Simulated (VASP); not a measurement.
Here is a VASP 6.6.1 calculation.

File INCAR:

```
ALGO = Fast
EDIFF = 1E-6
ENCUT = 520
GGA = PS
ISIF = 2
ISMEAR = -1
LASPH = T
LCHARG = T
LELF = T
LREAL = F
LVHAR = T
LWAVE = F
NBANDS = 17
NELM = 80
PREC = Accurate
SIGMA = 0.05
```

Contents of KPOINTS:

```
k-points
0
Gamma
  12 12 12
```

POSCAR

```
Al2Ru
1.0
   -1.5393322561      1.5393322561      4.1647471686
    1.5393322561     -1.5393322561      4.1647471686
    1.5393322561      1.5393322561     -4.1647471686
Ru Al
1 2
Direct
    0.0000000000      0.0000000000      0.0000000000
    0.3407978100      0.3407978100      0.0000000000
    0.6592021900      0.6592021900      0.0000000000
```

Potentials or basis: VASP PAW PBE potentials, release 64 (Ru_pv, Al).

Run with:

```bash
$ cat potpaw_PBE.64/Ru_pv/POTCAR potpaw_PBE.64/Al/POTCAR > POTCAR
$ mpirun -np 1 vasp_std > vasp.out
```

Q: Estimate the pressure.

A: 7.8 GPa.

Q: Estimate the largest force.

A: 0.094 eV/Å.

Forces on the atoms (eV/Å):
```
Ru   0.000  0.000  0.000
Al   0.000  0.000 -0.094
Al   0.000  0.000  0.094
```

Caveat: the PAW data sets were made with another functional, which shifts forces and pressure a little.
